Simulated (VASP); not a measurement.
# Ba2Ho3Te (P4mm) in VASP: a series of runs

The runs below take Ba2Ho3Te through single point, relaxation of cell and atoms, with PBE.

Everything below comes from runs of VASP 6.6.1. Logs are shortened: lines on timing, memory, paths and dates and some standing lists are left out, and cuts for length are marked.

## Step 1: The cell of the first run

The structure is tetragonal, space group P4mm (No. 99). The conventional cell has a = 5.025 Å, b = 5.025 Å, c = 8.363 Å, α = 90.00°, β = 90.00°, γ = 90.00°. Ba (site symmetry 4mm) has 1 Ba at 3.31 Å and 4 Te at 3.59 Å and 8 Ho at 3.79 to 4.53 Å within 4.6 Å. Within 4.4 Å of Ba (site symmetry 4mm) lie 1 Ba at 3.31 Å and 8 Ho at 3.35 to 3.59 Å. Within 4.4 Å of Ho (site symmetry 2mm) lie 4 Ba at 3.35 to 3.79 Å and 2 Te at 3.43 Å and 6 Ho at 3.55 to 3.70 Å. Within 4.3 Å of Ho (site symmetry 4mm) lie 1 Te at 3.31 Å and 4 Ba at 3.59 Å and 4 Ho at 3.70 Å. Within 4.3 Å of Te (site symmetry 4mm) lie 5 Ho at 3.31 to 3.43 Å and 4 Ba at 3.59 Å.

The cell was generated, and may not be a known phase.

## Step 2: Single point, PBE

INCAR

```
  PREC = Accurate
  ENCUT = 500
  EDIFF = 1E-6
  ISMEAR = 0
  SIGMA = 0.1
  LREAL = False
  LASPH = True
  NELM = 200
  ALGO = Normal
  ISIF = 2
  LWAVE = False
  LCHARG = True
  GGA = PE
  LELF = True
  LVHAR = True
  NBANDS = 36
  GGA_COMPAT = False
  LMAXMIX = 6
```

KPOINTS

```
regular mesh
0
Gamma
  4 4 2
```

POSCAR

```
Ba2Ho3Te
1.0
    5.0247760022      0.0000000000      0.0000000000
    0.0000000000      5.0247760022      0.0000000000
    0.0000000000      0.0000000000      8.3631171204
Ba Ho Te
2 3 1
Direct
    0.5000000000      0.5000000000      0.2341289068
    0.5000000000      0.5000000000      0.8381532303
    0.0000000000      0.5000000000      0.5728305028
    0.5000000000      0.0000000000      0.5728305028
    0.0000000000      0.0000000000      0.8973581225
    0.0000000000      0.0000000000      0.2928669248
```

Potentials or basis: VASP PAW PBE potentials, release 64 (Ba_sv, Ho_3, Te), 4f in core.

On the command line:

```console
cat potpaw_PBE.64/Ba_sv/POTCAR potpaw_PBE.64/Ho_3/POTCAR potpaw_PBE.64/Te/POTCAR > POTCAR
mpirun -np 1 vasp_std > vasp.out
```

OUTCAR:

```text
PREC = Accurate
   ENCUT = 500
   EDIFF = 1E-6
   ISMEAR = 0
   LREAL = False
   LASPH = True
   NELM = 200
   ISIF = 2
   GGA = PE

 ion  position               nearest neighbor table
   1  0.500  0.500  0.234-   2 3.31   6 3.59   6 3.59   6 3.59   6 3.59   4 3.79   3 3.79   3 3.79
                             4 3.79
   2  0.500  0.500  0.838-   1 3.31   3 3.35   4 3.35   4 3.35   3 3.35   5 3.59   5 3.59   5 3.59
                             5 3.59
   3  0.000  0.500  0.573-   2 3.35   2 3.35   6 3.43   6 3.43   4 3.55   4 3.55   4 3.55   4 3.55
                             5 3.70   5 3.70   1 3.79   1 3.79
   4  0.500  0.000  0.573-   2 3.35   2 3.35   6 3.43   6 3.43   3 3.55   3 3.55   3 3.55   3 3.55
                             5 3.70   5 3.70   1 3.79   1 3.79
   5  0.000  0.000  0.897-   6 3.31   2 3.59   2 3.59   2 3.59   2 3.59   3 3.70   3 3.70   4 3.70
                             4 3.70
   6  0.000  0.000  0.293-   5 3.31   4 3.43   3 3.43   3 3.43   4 3.43   1 3.59   1 3.59   1 3.59
                             1 3.59

  LATTYP: Found a simple tetragonal cell.
 ALAT       =     5.0247760022
 C/A-ratio  =     1.6643761069

  Lattice vectors:

 A1 = (   5.0247760022,   0.0000000000,   0.0000000000)
 A2 = (   0.0000000000,   5.0247760022,   0.0000000000)
 A3 = (   0.0000000000,   0.0000000000,   8.3631171204)

Analysis of symmetry for initial positions (statically):
=====================================================================
 Subroutine PRICEL returns:
 Original cell was already a primitive cell.

 Routine SETGRP: Setting up the symmetry group for a
 simple tetragonal supercell.

 Subroutine GETGRP returns: Found  8 space group operations
 (whereof  8 operations were pure point group operations)
 out of a pool of 16 trial point group operations.

The static configuration has the point symmetry C_4v.

Analysis of symmetry for dynamics (positions and initial velocities):
=====================================================================
 Subroutine PRICEL returns:
 Original cell was already a primitive cell.

 Routine SETGRP: Setting up the symmetry group for a
 simple tetragonal supercell.

 Subroutine GETGRP returns: Found  8 space group operations
 (whereof  8 operations were pure point group operations)
 out of a pool of 16 trial point group operations.

The dynamic configuration has the point symmetry C_4v.

 Subroutine INISYM returns: Found  8 space group operations
 (whereof  8 operations are pure point group operations),
 and found     1 'primitive' translations

----------------------------------------------------------------------------------------

                                     Primitive cell

  volume of cell :     211.1551

  direct lattice vectors                    reciprocal lattice vectors
     5.024776002  0.000000000  0.000000000     0.199013847  0.000000000  0.000000000
     0.000000000  5.024776002  0.000000000     0.000000000  0.199013847  0.000000000
     0.000000000  0.000000000  8.363117120     0.000000000  0.000000000  0.119572641

  length of vectors
     5.024776002  5.024776002  8.363117120     0.199013847  0.199013847  0.119572641

  position of ions in fractional coordinates (direct lattice)
     0.500000000  0.500000000  0.234128907
     0.500000000  0.500000000  0.838153230
     0.000000000  0.500000000  0.572830503
     0.500000000  0.000000000  0.572830503
     0.000000000  0.000000000  0.897358123
     0.000000000  0.000000000  0.292866925

  ion indices of the primitive-cell ions
   primitive index   ion index
                 1           1
                 2           2
                 3           3
                 4           4
                 5           5
                 6           6

----------------------------------------------------------------------------------------

 KPOINTS: regular mesh

Automatic generation of k-mesh.
 Grid dimensions read from file:
 generate k-points for:    4    4    2

 Generating k-lattice:

  Cartesian coordinates                     Fractional coordinates (reciprocal lattice)
     0.049753462  0.000000000  0.000000000     0.250000000  0.000000000  0.000000000
     0.000000000  0.049753462  0.000000000     0.000000000  0.250000000  0.000000000
     0.000000000  0.000000000  0.059786320     0.000000000  0.000000000  0.500000000

  Length of vectors
     0.049753462  0.049753462  0.059786320

  Shift w.r.t. Gamma in fractional coordinates (k-lattice)
     0.000000000  0.000000000  0.000000000

 Subroutine IBZKPT returns following result:
 ===========================================

 Found     12 irreducible k-points:

 Following reciprocal coordinates:
            Coordinates               Weight
  0.000000  0.000000  0.000000      1.000000
  0.250000  0.000000  0.000000      4.000000
  0.500000  0.000000  0.000000      2.000000
  0.250000  0.250000  0.000000      4.000000
  0.500000  0.250000  0.000000      4.000000
  0.500000  0.500000  0.000000      1.000000
  0.000000  0.000000  0.500000      1.000000
  0.250000  0.000000  0.500000      4.000000
  0.500000  0.000000  0.500000      2.000000
  0.250000  0.250000  0.500000      4.000000
  0.500000  0.250000  0.500000      4.000000
  0.500000  0.500000  0.500000      1.000000
   k-points           NKPTS =     12   k-points in BZ     NKDIM =     12   number of bands    NBANDS=     36
   number of dos      NEDOS =    301   number of ions     NIONS =      6
   total plane-waves  NPLWV = 102400
   dimension x,y,z NGX =    40 NGY =   40 NGZ =   64
   dimension x,y,z NGXF=    80 NGYF=   80 NGZF=  128
   ions per type =               2   3   1
   NGX,Y,Z   is equivalent  to a cutoff of  13.23, 13.23, 12.72 a.u.
   NGXF,Y,Z  is equivalent  to a cutoff of  26.47, 26.47, 25.44 a.u.
 SYSTEM =  unknown system
   PREC   = accura    normal or accurate (medium, high low for compatibility)
   ISTART =      0    job   : 0-new  1-cont  2-samecut
   ICHARG =      2    charge: 1-file 2-atom 10-const
   ISPIN  =      1    spin polarized calculation?
   LNONCOLLINEAR =      F non collinear calculations
   LSORBIT =      F    spin-orbit coupling
   LASPH  =      T    aspherical Exc in radial PAW
   ENCUT  =  500.0 eV  36.75 Ry    6.06 a.u.   9.16  9.16 15.25*2*pi/ulx,y,z
   NELM   =    200;   NELMIN=  2; NELMDL= -5     # of ELM steps
   EDIFF  = 0.1E-05   stopping-criterion for ELM
   LREAL  =      F    real-space projection
   EDIFFG = 0.1E-04   stopping-criterion for IOM
   NSW    =      0    number of steps for IOM
   IBRION =     -1    ionic relax: 0-MD 1-quasi-New 2-CG
   NFREE  =      0    steps in history (QN), initial steepest desc. (CG)
   ISIF   =      2    stress and relaxation
   ISYM   =      2    0-nonsym 1-usesym 2-fastsym
   POTIM  = 0.5000    time-step for ionic-motion
   TEBEG  =    0.0;   TEEND  =   0.0 temperature during run
   PSTRESS=    0.0 pullay stress
   NELECT =      53.0000    total number of electrons
   NUPDOWN=      -1.0000    fix difference up-down
   EMIN   =  10.00;   EMAX   =-10.00  energy-range for DOS
   EFERMI =   0.00;   METHOD = LEGACY
   ISMEAR =     0;   SIGMA  =   0.10  broadening in eV -4-tet -1-fermi 0-gaus
   EFERMI_NEDOS =   21; number of points for ismear=-14 and -15
   IALGO  =     38    algorithm
   IMIX   =      4    mixing-type and parameters
     AMIX     =   0.40;   BMIX     =  1.00
     AMIX_MAG =   1.60;   BMIX_MAG =  1.00
  volume/ion in A,a.u.               =      35.19       237.49
  Fermi-wavevector in a.u.,A,eV,Ry     =   1.032681  1.951484 14.509666  1.066430
  Thomas-Fermi vector in A             =   2.166891
   LORBIT       =      0    0 simple, 1 ext, 2 COOP (PROOUT), +10 PAW based schemes
   GGA     = PE    functional components
   LHFCALC =     F    Hartree Fock is set to
   AEXX    =    0.0000 exact exchange contribution
   IVDW    =     0    specifies the selected vdW correction
   LEPSILON=     F    determine dielectric tensor
   LRPA    =     F    only Hartree local field effects (RPA)
 non-spin polarized calculation
 Gauss-broadening in eV      SIGMA  =   0.10
  energy-cutoff  :      500.00
  volume of cell :      211.16
 maximum number of plane-waves:      5386
 NGX is ok and might be reduce to    40
   NGX = 19   NGY = 19   NGZ = 31

 number of electron      53.0000001 magnetization

 Free energy of the ion-electron system (eV)
  ---------------------------------------------------
  ext. energy  EPLUGINS =         0.00000000
  ---------------------------------------------------
  free energy    TOTEN  =       -21.59020381 eV

  energy without entropy =      -21.56123718  energy(sigma->0) =      -21.57572049

 E-fermi :   3.6970     XC(G=0):  -9.3032

 val. band max:        3.6717780349   @ k =   0.5000   0.0000   0.0000
 cond. band min:       3.7639922280   @ k =   0.5000   0.5000   0.0000
 fundamental gap:      0.0922141931
 Fermi energy:         3.6969742757

 k-point     1 :       0.0000    0.0000    0.0000
  band No.  band energies     occupation
      1     -24.7293      2.00000
      2     -23.9205      2.00000
      3     -20.9029      2.00000
      4     -20.9029      2.00000
      5     -20.8324      2.00000
      6     -20.7188      2.00000
[... 28 lines left out ...]
     35       6.1118      0.00000
     36       6.1944      0.00000

 k-point     2 :       0.2500    0.0000    0.0000
  band No.  band energies     occupation
      1     -24.7277      2.00000
      2     -23.9217      2.00000
      3     -20.9013      2.00000
      4     -20.9000      2.00000
      5     -20.8268      2.00000
      6     -20.7018      2.00000
[... 28 lines left out ...]
     35       5.9471      0.00000
     36       6.3660      0.00000
[... 349 lines left out ...]
     35       5.7802      0.00000
     36       5.9715      0.00000

 k-point    12 :       0.5000    0.5000    0.5000
  band No.  band energies     occupation
      1     -24.7214      2.00000
      2     -23.9169      2.00000
      3     -20.9198      2.00000
      4     -20.9198      2.00000
      5     -20.8358      2.00000
      6     -20.7730      2.00000
[... 28 lines left out ...]
     35       5.9295      0.00000
     36       5.9580      0.00000

------------------------ aborting loop because EDIFF is reached ----------------------------------------

  FORCE on cell =-STRESS in cart. coord.  units (eV):
  Direction    XX          YY          ZZ          XY          YZ          ZX
  --------------------------------------------------------------------------------------
  -------------------------------------------------------------------------------------
  Total        0.7287455      0.7287455      3.5788706      0.0000000      0.0000000      0.0000000
  in kB        5.5294877      5.5294877     27.1553237      0.0000000      0.0000000      0.0000000
  external PRESSURE =      12.7380997 kB  Pullay stress =       0.0000000 kB

 VOLUME and BASIS-vectors are now :
 -----------------------------------------------------------------------------
  energy-cutoff  :      500.00
  volume of cell :      211.16
      direct lattice vectors                 reciprocal lattice vectors
     5.024776002  0.000000000  0.000000000     0.199013847  0.000000000  0.000000000
     0.000000000  5.024776002  0.000000000     0.000000000  0.199013847  0.000000000
     0.000000000  0.000000000  8.363117120     0.000000000  0.000000000  0.119572641

 POSITION                                       TOTAL-FORCE (eV/Angst)
 -----------------------------------------------------------------------------------
      2.51239      2.51239      1.95805         0.000000     -0.000000     -0.124510
      2.51239      2.51239      7.00957         0.000000     -0.000000      0.041306
      0.00000      2.51239      4.79065         0.000000      0.000000     -0.095379
      2.51239      0.00000      4.79065        -0.000000      0.000000     -0.095379
      0.00000      0.00000      7.50471         0.000000      0.000000      0.130148
      0.00000      0.00000      2.44928         0.000000      0.000000      0.143814
 -----------------------------------------------------------------------------------
    total drift:                               -0.000000      0.000000      0.001657

  FREE ENERGIE OF THE ION-ELECTRON SYSTEM (eV)
  ---------------------------------------------------
  free  energy   TOTEN  =       -21.5902038127 eV

  energy  without entropy=      -21.5612371757  energy(sigma->0) =      -21.57572049
```

Wall time 84 s (1 thread of Intel Xeon Platinum 8488C (Sapphire Rapids), shared host); peak memory 0.35 GiB.

What came out:

```yaml
Free_energy: -21.5902 eV
Pressure: 1.3 GPa
Largest_force: 0.144 eV/Å
Band_gap_on_the_k_mesh: zero (an odd number of electrons rules out a gap without spin polarisation)
```

Forces on the atoms (eV/Å):
```
Ba   0.000  0.000 -0.125
Ba   0.000  0.000  0.041
Ho   0.000  0.000 -0.095
Ho   0.000  0.000 -0.095
Ho   0.000  0.000  0.130
Te   0.000  0.000  0.144
```

Stress tensor (GPa, compression positive):
```
0.55 0.00 0.00
0.00 0.55 0.00
0.00 0.00 2.72
```

Caveat: the k points lie up to 0.38 Å⁻¹ apart, too coarse for converged energies and pressures of a metal; spin-orbit coupling is left out, which moves the levels of the heavy elements; the 4f electrons are frozen in the core, so they carry no moment and show no levels. Spin polarisation is off, so any magnetic state and its effect on volume and gap are missing.

## Step 3: Relaxation of cell and atoms, PBE

This run uses another cell than the first one, of 31.52 Å³/atom.

INCAR

```
ALGO = Normal
EDIFF = 1E-7
EDIFFG = -0.08
ENCUT = 500
GGA = PE
GGA_COMPAT = F
IBRION = 2
ISIF = 3
ISMEAR = 0
LASPH = T
LCHARG = F
LMAXMIX = 6
LREAL = F
LWAVE = F
NELM = 200
NELMIN = 4
NSW = 36
PREC = Accurate
SIGMA = 0.2
```

KPOINTS

```
k-points
0
Gamma
  3 3 3
```

POSCAR

```
Ba2Ho3Te
1.0
    5.8821374800      0.0000000000      0.0000000000
    0.0000000000      5.8821374800      0.0000000000
    0.0000000000      0.0000000000      5.4668336300
Ba Ho Te
2 3 1
Direct
    0.5000000000      0.5000000000      0.3600476200
    0.5000000000      0.5000000000      0.8617620600
    0.0000000000      0.5000000000      0.5906646700
    0.5000000000      0.0000000000      0.5906646700
    0.0000000000      0.0000000000      0.7531714800
    0.0000000000      0.0000000000      0.2518576900
```

Potentials or basis: VASP PAW PBE potentials, release 64 (Ba_sv, Ho_3, Te), 4f in core.

On the command line:

```console
cat potpaw_PBE.64/Ba_sv/POTCAR potpaw_PBE.64/Ho_3/POTCAR potpaw_PBE.64/Te/POTCAR > POTCAR
mpirun -np 1 vasp_std > vasp.out
```

Run time: 13 min. Hardware: 1 thread of Intel Xeon Platinum 8488C (Sapphire Rapids), shared host; peak memory 0.33 GiB.

The run converged. Its results:

```
Free energy                           : -21.6423 eV
Relaxed volume                        : 40.75 Å³/atom
Relaxed cell                          : a = 4.838 Å, b = 4.838 Å, c = 10.444 Å, α = 90.00°, β = 90.00°, γ = 90.00°
Space group after relaxing (to 0.1 Å) : P4mm (No. 99)
Energy gained by relaxing             : 1087.7 meV/atom
Ionic steps                           : 24
Pressure after relaxing               : 0.0 GPa
Largest force after relaxing          : 0.069 eV/Å
Band gap on the k mesh                : zero (an odd number of electrons rules out a gap without spin polarisation)
```

Forces on the atoms (eV/Å):
```
Ba   0.000  0.000  0.069
Ba   0.000  0.000 -0.053
Ho   0.000  0.000 -0.027
Ho   0.000  0.000 -0.027
Ho   0.000  0.000  0.013
Te   0.000  0.000  0.026
```

Stress tensor (GPa, compression positive):
```
-0.11  0.00  0.00
 0.00 -0.11  0.00
 0.00  0.00  0.18
```

The path:
```
step  energy change (eV)  largest force (eV/Å)  pressure (GPa)  volume (Å³)
   1              0.0000                1.2158           13.70       189.15
   2             -3.2771                0.9488           -0.91       269.87
   3             -3.2772                0.9490           -0.93       270.23
   4             -3.5087                0.9631           -0.59       262.09
   5             -4.0973                0.7535            0.84       237.61
   6             -3.4534                2.4086            9.97       189.09
   7             -4.2649                0.7449            2.24       224.24
   8             -4.4431                0.8537            1.74       227.43
   9             -4.8219                1.2408            0.46       236.23
  10             -4.7946                1.7286            0.10       250.55
  11             -4.9248                1.3481           -0.13       244.56
  12             -5.2311                1.4634           -0.16       249.67
  13             -5.6294                1.2693           -1.28       259.48
  14             -5.6729                1.4109           -0.61       255.74
  15             -5.7198                1.3648           -0.87       257.23
  16             -6.1295                1.0335           -0.49       246.27
  17             -6.3863                0.6052            0.65       231.60
  18             -6.3874                0.5747            0.82       230.10
  19             -6.4906                0.2239           -0.20       238.86
  20             -6.4906                0.2271           -0.21       238.99
  21             -6.5011                0.1603            0.25       236.44
  22             -6.5013                0.1503            0.32       236.05
  23             -6.5109                0.1265            0.23       238.15
  24             -6.5265                0.0689           -0.02       244.49
```

Final structure:
```
Ba Ho Te
1.0
     4.83828    0.00000    0.00000
     0.00000    4.83828    0.00000
     0.00000    0.00000   10.44435
Ba Ho Te
2 3 1
Direct
  0.50000 0.50000 0.24277
  0.50000 0.50000 0.87028
  0.00000 0.50000 0.56806
  0.50000 0.00000 0.56806
  0.00000 0.00000 0.80811
  0.00000 0.00000 0.35089
```

Levels at points of the mesh, in eV from the Fermi level:
```tsv
k point	band 22	band 23	band 24	band 25	band 26	band 27	band 28	band 29	band 30	band 31
(0.00, 0.00, 0.00)	-2.89	-1.82	-1.48	-0.80	-0.46	0.05	0.08	0.10	0.10	0.62
```

Caveat: the k points lie up to 0.43 Å⁻¹ apart in the final cell, too coarse for converged energies and pressures of a metal; the volume moved by over 15 % at a fixed basis, so the end points are rough; spin-orbit coupling is left out, which moves the levels of the heavy elements; the 4f electrons are frozen in the core, so they carry no moment and show no levels; the relaxation stopped at a loose force limit of 0.08 eV/Å, so its end isn't a converged minimum.

The gap in the log of VASP goes by the Fermi energy; the results here count the filled bands.